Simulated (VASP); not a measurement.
# Ti3PO2 (P-3m1) in VASP: notebook

The runs below take Ti3PO2 through single point, with PBE.

Everything below comes from runs of VASP 6.6.1. Logs are shortened: lines on timing, memory, paths and dates and some standing lists are left out, and cuts for length are marked.

## 1. The cell of the first run

Symmetry: P-3m1, No. 164, trigonal system. The conventional cell has a = 3.214 Å, b = 3.214 Å, c = 8.128 Å, α = 90.00°, β = 90.00°, γ = 120.00°. Ti (site symmetry 3m) has 3 O at 2.22 Å and 3 P at 2.50 Å within 2.9 Å. Ti (site symmetry -3m) has 6 O at 2.19 Å within 2.9 Å. Within 3.3 Å of P (site symmetry -3m) lie 6 Ti at 2.50 Å and 6 P at 3.21 Å. O (site symmetry 3m) has 6 Ti at 2.19 to 2.22 Å and 3 O at 2.97 Å within 3.0 Å.

## 2. Single point, PBE

The input, INCAR:

```
SYSTEM = Ti3PO2
  PREC = Accurate
  ENCUT = 520
  EDIFF = 1E-7
  ISMEAR = -1
  SIGMA = 0.05
  LREAL = .FALSE.
  LASPH = .TRUE.
  NELM = 80
  ALGO = Normal
  ISIF = 2
  LWAVE = .FALSE.
  LCHARG = .FALSE.
  GGA = PE
  NBANDS = 36
```

The input, KPOINTS:

```
regular mesh
0
G
  8 8 3
  0 0 0
```

The input, POSCAR:

```
Ti3PO2
1.0
    3.2141570243      0.0000000000      0.0000000000
   -1.6070785121      2.7835419881      0.0000000000
    0.0000000000      0.0000000000      8.1283965413
Ti P O
3 1 2
Direct
    0.3333333333      0.6666666667      0.7067560000
    0.6666666667      0.3333333333      0.2932440000
    0.0000000000      0.0000000000      0.0000000000
    0.0000000000      0.0000000000      0.5000000000
    0.3333333333      0.6666666667      0.1422570000
    0.6666666667      0.3333333333      0.8577430000
```

Potentials or basis: VASP PAW PBE potentials, release 64 (Ti_sv, P, O).

The run is started by

```console
> cat potpaw_PBE.64/Ti_sv/POTCAR potpaw_PBE.64/P/POTCAR potpaw_PBE.64/O/POTCAR > POTCAR
> mpirun -np 1 vasp_std > vasp.out
```

OUTCAR:

```text
SYSTEM = Ti3PO2
   PREC = Accurate
   ENCUT = 520
   EDIFF = 1E-7
   ISMEAR = -1
   LREAL = .FALSE.
   LASPH = .TRUE.
   NELM = 80
   ISIF = 2
   GGA = PE

 ion  position               nearest neighbor table
   1  0.333  0.667  0.707-   6 2.22   6 2.22   6 2.22   4 2.50   4 2.50   4 2.50
   2  0.667  0.333  0.293-   5 2.22   5 2.22   5 2.22   4 2.50   4 2.50   4 2.50
   3  0.000  0.000  0.000-   5 2.19   6 2.19   6 2.19   5 2.19   6 2.19   5 2.19
   4  0.000  0.000  0.500-   1 2.50   2 2.50   2 2.50   1 2.50   2 2.50   1 2.50
   5  0.333  0.667  0.142-   3 2.19   3 2.19   3 2.19   2 2.22   2 2.22   2 2.22
   6  0.667  0.333  0.858-   3 2.19   3 2.19   3 2.19   1 2.22   1 2.22   1 2.22

  LATTYP: Found a hexagonal cell.
 ALAT       =     3.2141570243
 C/A-ratio  =     2.5289357302

  Lattice vectors:

 A1 = (   3.2141570243,   0.0000000000,   0.0000000000)
 A2 = (  -1.6070785121,   2.7835419881,   0.0000000000)
 A3 = (   0.0000000000,   0.0000000000,   8.1283965413)

Analysis of symmetry for initial positions (statically):
=====================================================================
 Subroutine PRICEL returns:
 Original cell was already a primitive cell.

 Routine SETGRP: Setting up the symmetry group for a
 hexagonal supercell.

 Subroutine GETGRP returns: Found 12 space group operations
 (whereof 12 operations were pure point group operations)
 out of a pool of 24 trial point group operations.

The static configuration has the point symmetry D_3d.

Analysis of symmetry for dynamics (positions and initial velocities):
=====================================================================
 Subroutine PRICEL returns:
 Original cell was already a primitive cell.

 Routine SETGRP: Setting up the symmetry group for a
 hexagonal supercell.

 Subroutine GETGRP returns: Found 12 space group operations
 (whereof 12 operations were pure point group operations)
 out of a pool of 24 trial point group operations.

The dynamic configuration has the point symmetry D_3d.

 Subroutine INISYM returns: Found 12 space group operations
 (whereof 12 operations are pure point group operations),
 and found     1 'primitive' translations

----------------------------------------------------------------------------------------

                                     Primitive cell

  volume of cell :      72.7227

  direct lattice vectors                    reciprocal lattice vectors
     3.214157024  0.000000000  0.000000000     0.311123568  0.179627253  0.000000000
    -1.607078512  2.783541988  0.000000000     0.000000000  0.359254505  0.000000000
     0.000000000  0.000000000  8.128396541     0.000000000  0.000000000  0.123025494

  length of vectors
     3.214157024  3.214157330  8.128396541     0.359254540  0.359254505  0.123025494

  position of ions in fractional coordinates (direct lattice)
     0.333333333  0.666666667  0.706756000
     0.666666667  0.333333333  0.293244000
     0.000000000  0.000000000  0.000000000
     0.000000000  0.000000000  0.500000000
     0.333333333  0.666666667  0.142257000
     0.666666667  0.333333333  0.857743000

  ion indices of the primitive-cell ions
   primitive index   ion index
                 1           1
                 2           2
                 3           3
                 4           4
                 5           5
                 6           6

----------------------------------------------------------------------------------------

 KPOINTS: regular mesh

Automatic generation of k-mesh.
 Grid dimensions read from file:
 generate k-points for:    8    8    3

 Generating k-lattice:

  Cartesian coordinates                     Fractional coordinates (reciprocal lattice)
     0.038890446  0.022453407  0.000000000     0.125000000  0.000000000  0.000000000
     0.000000000  0.044906813  0.000000000     0.000000000  0.125000000  0.000000000
     0.000000000  0.000000000  0.041008498     0.000000000  0.000000000  0.333333333

  Length of vectors
     0.044906817  0.044906813  0.041008498

  Shift w.r.t. Gamma in fractional coordinates (k-lattice)
     0.000000000  0.000000000  0.000000000

 Subroutine IBZKPT returns following result:
 ===========================================

 Found     25 irreducible k-points:

 Following reciprocal coordinates:
            Coordinates               Weight
  0.000000  0.000000  0.000000      1.000000
  0.125000  0.000000  0.000000      6.000000
  0.250000  0.000000  0.000000      6.000000
  0.375000  0.000000  0.000000      6.000000
  0.500000  0.000000  0.000000      3.000000
  0.125000  0.125000  0.000000      6.000000
[... 16 lines left out ...]
 -0.125000  0.500000  0.333333     12.000000
  0.250000  0.250000  0.333333     12.000000
   k-points           NKPTS =     25   k-points in BZ     NKDIM =     25   number of bands    NBANDS=     36
   number of dos      NEDOS =    301   number of ions     NIONS =      6
   total plane-waves  NPLWV =  34560
   dimension x,y,z NGX =    24 NGY =   24 NGZ =   60
   dimension x,y,z NGXF=    48 NGYF=   48 NGZF=  120
   ions per type =               3   1   2
   NGX,Y,Z   is equivalent  to a cutoff of  12.41, 12.41, 12.27 a.u.
   NGXF,Y,Z  is equivalent  to a cutoff of  24.83, 24.83, 24.54 a.u.
 SYSTEM =  Ti3PO2
   PREC   = accura    normal or accurate (medium, high low for compatibility)
   ISTART =      0    job   : 0-new  1-cont  2-samecut
   ICHARG =      2    charge: 1-file 2-atom 10-const
   ISPIN  =      1    spin polarized calculation?
   LNONCOLLINEAR =      F non collinear calculations
   LSORBIT =      F    spin-orbit coupling
   LASPH  =      T    aspherical Exc in radial PAW
   ENCUT  =  520.0 eV  38.22 Ry    6.18 a.u.   5.98  5.98 15.11*2*pi/ulx,y,z
   NELM   =     80;   NELMIN=  2; NELMDL= -5     # of ELM steps
   EDIFF  = 0.1E-06   stopping-criterion for ELM
   LREAL  =      F    real-space projection
   EDIFFG = 0.1E-05   stopping-criterion for IOM
   NSW    =      0    number of steps for IOM
   IBRION =     -1    ionic relax: 0-MD 1-quasi-New 2-CG
   NFREE  =      0    steps in history (QN), initial steepest desc. (CG)
   ISIF   =      2    stress and relaxation
   ISYM   =      2    0-nonsym 1-usesym 2-fastsym
   POTIM  = 0.5000    time-step for ionic-motion
   TEBEG  =    0.0;   TEEND  =   0.0 temperature during run
   PSTRESS=    0.0 pullay stress
   NELECT =      53.0000    total number of electrons
   NUPDOWN=      -1.0000    fix difference up-down
   EMIN   =  10.00;   EMAX   =-10.00  energy-range for DOS
   EFERMI =   0.00;   METHOD = LEGACY
   ISMEAR =    -1;   SIGMA  =   0.05  broadening in eV -4-tet -1-fermi 0-gaus
   EFERMI_NEDOS =   21; number of points for ismear=-14 and -15
   IALGO  =     38    algorithm
   IMIX   =      4    mixing-type and parameters
     AMIX     =   0.40;   BMIX     =  1.00
     AMIX_MAG =   1.60;   BMIX_MAG =  1.00
  volume/ion in A,a.u.               =      12.12        81.79
  Fermi-wavevector in a.u.,A,eV,Ry     =   1.473251  2.784042 29.531034  2.170470
  Thomas-Fermi vector in A             =   2.588167
   LORBIT       =      0    0 simple, 1 ext, 2 COOP (PROOUT), +10 PAW based schemes
   GGA     = PE    functional components
   LHFCALC =     F    Hartree Fock is set to
   AEXX    =    0.0000 exact exchange contribution
   IVDW    =     0    specifies the selected vdW correction
   LEPSILON=     F    determine dielectric tensor
   LRPA    =     F    only Hartree local field effects (RPA)
 non-spin polarized calculation
  energy-cutoff  :      520.00
  volume of cell :       72.72
 maximum number of plane-waves:      1979
   NGX = 11   NGY = 11   NGZ = 31

 number of electron      52.9999998 magnetization

 Free energy of the ion-electron system (eV)
  ---------------------------------------------------
  ext. energy  EPLUGINS =         0.00000000
  ---------------------------------------------------
  free energy    TOTEN  =       -49.58678812 eV

  energy without entropy =      -49.54813474  energy(sigma->0) =      -49.56746143

 E-fermi :  10.2813     XC(G=0): -12.0346

 val. band max:       10.2524615775   @ k =   0.0000   0.2500   0.3333
 cond. band min:      10.2861896434   @ k =   0.2500   0.0000   0.3333
 fundamental gap:      0.0337280659
 Fermi energy:        10.2812523047

 k-point     1 :       0.0000    0.0000    0.0000
  band No.  band energies     occupation
      1     -47.8214      2.00000
      2     -47.3716      2.00000
      3     -47.3714      2.00000
      4     -24.1999      2.00000
      5     -24.0274      2.00000
      6     -24.0274      2.00000
[... 28 lines left out ...]
     35      11.1934      0.00000
     36      12.0186      0.00000

 k-point     2 :       0.1250    0.0000    0.0000
  band No.  band energies     occupation
      1     -47.8170      2.00000
      2     -47.3678      2.00000
      3     -47.3677      2.00000
      4     -24.1854      2.00000
      5     -24.0755      2.00000
      6     -24.0364      2.00000
[... 28 lines left out ...]
     35      11.4836      0.00000
     36      12.3804      0.00000

 k-point     3 :       0.2500    0.0000    0.0000
  band No.  band energies     occupation
      1     -47.8063      2.00000
      2     -47.3589      2.00000
      3     -47.3585      2.00000
      4     -24.1853      2.00000
      5     -24.1494      2.00000
      6     -24.0579      2.00000
[... 28 lines left out ...]
     35      11.8813      0.00000
     36      12.2236      0.00000
[... 742 lines left out ...]
 k-point    23 :      -0.1250    0.5000    0.3333
  band No.  band energies     occupation
      1     -47.7911      2.00000
      2     -47.3462      2.00000
      3     -47.3454      2.00000
      4     -24.3045      2.00000
      5     -24.1160      2.00000
      6     -24.1015      2.00000
[... 28 lines left out ...]
     35      12.3583      0.00000
     36      12.4834      0.00000

 k-point    24 :       0.2500    0.2500    0.3333
  band No.  band energies     occupation
      1     -47.7911      2.00000
      2     -47.3462      2.00000
      3     -47.3454      2.00000
      4     -24.2697      2.00000
      5     -24.1532      2.00000
      6     -24.0985      2.00000
[... 28 lines left out ...]
     35      12.3019      0.00000
     36      12.6137      0.00000

 [... further k-points ...]

------------------------ aborting loop because EDIFF is reached ----------------------------------------

  FORCE on cell =-STRESS in cart. coord.  units (eV):
  Direction    XX          YY          ZZ          XY          YZ          ZX
  --------------------------------------------------------------------------------------
  -------------------------------------------------------------------------------------
  Total       -2.9554918     -2.9554925     -3.2317048     -0.0000000      0.0000000      0.0000000
  in kB      -65.1134324    -65.1134489    -71.1987738     -0.0000000      0.0000000      0.0000000
  external PRESSURE =     -67.1418850 kB  Pullay stress =       0.0000000 kB

 VOLUME and BASIS-vectors are now :
 -----------------------------------------------------------------------------
  energy-cutoff  :      520.00
  volume of cell :       72.72
      direct lattice vectors                 reciprocal lattice vectors
     3.214157024  0.000000000  0.000000000     0.311123568  0.179627253  0.000000000
    -1.607078512  2.783541988  0.000000000     0.000000000  0.359254505  0.000000000
     0.000000000  0.000000000  8.128396541     0.000000000  0.000000000  0.123025494

 POSITION                                       TOTAL-FORCE (eV/Angst)
 -----------------------------------------------------------------------------------
     -0.00000      1.85569      5.74479         0.000000     -0.000000     -0.038449
      1.60708      0.92785      2.38360         0.000000      0.000000      0.038449
      0.00000      0.00000      0.00000         0.000000      0.000000      0.000000
      0.00000      0.00000      4.06420         0.000000      0.000000      0.000000
     -0.00000      1.85569      1.15632        -0.000000      0.000000     -0.072846
      1.60708      0.92785      6.97208        -0.000000     -0.000000      0.072846
 -----------------------------------------------------------------------------------
    total drift:                                0.000000     -0.000000      0.000000

  FREE ENERGIE OF THE ION-ELECTRON SYSTEM (eV)
  ---------------------------------------------------
  free  energy   TOTEN  =       -49.5867881227 eV

  energy  without entropy=      -49.5481347419  energy(sigma->0) =      -49.56746143
```

It took 52 s on 1 thread of Intel Xeon Platinum 8559C (Emerald Rapids), shared host; peak memory 0.21 GiB.

Results:

```yaml
Free_energy: -49.5868 eV
Pressure: -6.7 GPa
Largest_force: 0.073 eV/Å
Band_gap_on_the_k_mesh: zero (an odd number of electrons rules out a gap without spin polarisation)
```

Forces in eV/Å, atoms in the order of the input:
```
Ti   0.000  0.000 -0.038
Ti   0.000  0.000  0.038
Ti   0.000  0.000  0.000
P    0.000  0.000  0.000
O    0.000  0.000 -0.073
O    0.000  0.000  0.073
```

Stress tensor (GPa, compression positive):
```
-6.51  0.00  0.00
 0.00 -6.51  0.00
 0.00  0.00 -7.12
```

Caveat: the cell stands under tension; an odd number of electrons without spin polarisation forces a metal; a magnetic or distorted state may lie lower.

(Part 1 of 3 ends here.)

The gap in the log of VASP goes by the Fermi energy; the results here count the filled bands.